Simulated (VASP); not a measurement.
Crystal: CdSe.

```xyz
8
Lattice="-4.2540 4.1214 4.3980 4.1262 -4.0652 4.2140 4.4187 4.2299 -4.3418" Properties=species:S:1:pos:R:3 pbc="T T T"
Cd    7.1364    1.3656    1.1834
Cd    2.8906    2.7798    2.9076
Cd   -2.8859    2.7405    5.8374
Cd    1.4947    1.3103   -1.5240
Se   -1.5480    1.4849    7.3144
Se    1.5719    1.5806    1.4468
Se    5.6268    3.0352    2.7573
Se    2.8767    2.8473   -2.8422
```

- Program: VASP 6.6.1
- Task: relaxation of cell and atoms
- Functional: PBE
- Potentials or basis: VASP PAW PBE potentials, release 64 (Cd, Se)
- Cutoff: 600 eV
- k mesh: 2 × 2 × 2
- Occupations: gaussian, width 0.1 eV
- Spin: no spin polarisation

At the start: pressure 1.0 GPa; volume 38.38 Å³/atom.

Problem. Where does the relaxation end?

Solution. Over 14 steps the energy falls by 148.6 meV/atom and the volume is 37.93 Å³/atom (-1.2 %); space group P1 (No. 1, to 0.05 Å).

Step by step:
| step | energy change (eV) | largest force (eV/Å) | pressure (GPa) | volume (Å³) |
| --- | --- | --- | --- | --- |
| 1 | 0.0000 | 3.8767 | 0.96 | 307.08 |
| 2 | -0.9161 | 0.7063 | -1.11 | 317.19 |
| 3 | -0.9162 | 0.6921 | -1.11 | 316.96 |
| 4 | -1.0698 | 0.6209 | -0.04 | 305.55 |
| 5 | -1.0925 | 0.6228 | 0.67 | 299.44 |
| 6 | -1.1631 | 0.2242 | 0.18 | 302.15 |
| 7 | -1.1701 | 0.2867 | -0.01 | 303.37 |
| 8 | -1.1825 | 0.1292 | -0.02 | 303.67 |
| 9 | -1.1837 | 0.1028 | -0.01 | 303.80 |
| 10 | -1.1866 | 0.0561 | 0.00 | 303.72 |
| 11 | -1.1879 | 0.0609 | 0.02 | 303.62 |
| 12 | -1.1884 | 0.0270 | -0.03 | 303.86 |
| 13 | -1.1884 | 0.0310 | -0.03 | 303.89 |
| 14 | -1.1886 | 0.0228 | 0.02 | 303.47 |

Final structure:
```
CELL_PARAMETERS angstrom
-4.21835 4.21917 4.26378
4.21864 -4.22182 4.25886
4.21562 4.22449 -4.26223
ATOMIC_POSITIONS crystal
Cd 0.31769 0.99894 0.00100
Cd 0.68315 0.68438 0.67907
Cd 0.00397 0.32082 0.00526
Cd 0.99500 0.99571 0.31445
Se 0.00077 0.67132 0.99761
Se 0.32734 0.32562 0.33212
Se 0.67252 0.00331 0.99868
Se 0.99956 0.99990 0.67180
```

Caveat: the k points lie up to 0.53 Å⁻¹ apart in the final cell.
